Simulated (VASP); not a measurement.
Wanted: the native input for a VASP 6.6.1 run.

- Task: single point
- Functional: LDA
- Potentials or basis: VASP PAW LDA potentials, release 64 (Hf_pv, H)
- Cutoff: 520 eV
- k mesh: 12 × 12 × 12
- Occupations: methfessel-paxton, width 0.1 eV
- Spin: no spin polarisation
- Dipole correction: no
- Further INCAR settings: ALGO = Normal; EDIFF = 1e-06; NBANDS = 14

The structure of HfH3 lies in POSCAR:

```
HfH3
1.0
   -1.5127036211      1.5127036211      2.9161255787
    1.5127036211     -1.5127036211      2.9161255787
    1.5127036211      1.5127036211     -2.9161255787
Hf H
1 3
Direct
    0.0000000000      0.0000000000      0.0000000000
    0.7500000000      0.2500000000      0.5000000000
    0.2500000000      0.7500000000      0.5000000000
    0.5000000000      0.5000000000      0.0000000000
```

The input as run:

INCAR

```
SYSTEM = HfH3
  ALGO = Normal
  EDIFF = 1E-6
  ENCUT = 520
  ISIF = 2
  ISMEAR = 1
  LASPH = .TRUE.
  LCHARG = .FALSE.
  LREAL = .FALSE.
  LWAVE = .FALSE.
  NBANDS = 14
  NELM = 100
  PREC = Accurate
  SIGMA = 0.1
```

KPOINTS

```
k-points
0
G
  12 12 12
  0 0 0
```

Potentials or basis: VASP PAW LDA potentials, release 64 (Hf_pv, H).

Launch:

```sh
$ cat potpaw_LDA.64/Hf_pv/POTCAR potpaw_LDA.64/H/POTCAR > POTCAR
$ mpirun -np 1 vasp_std > vasp.out
```

It gave:

```
Pressure               : -0.5 GPa
Band gap on the k mesh : zero (an odd number of electrons rules out a gap without spin polarisation)
```

Caveat: spin-orbit coupling is left out, which moves the levels of the heavy elements; an odd number of electrons without spin polarisation forces a metal; a magnetic or distorted state may lie lower.

It took 30 s on 1 thread of Intel(R) Xeon(R) 6975P-C (Granite Rapids), with other jobs on the host, peak memory 0.19 GiB.
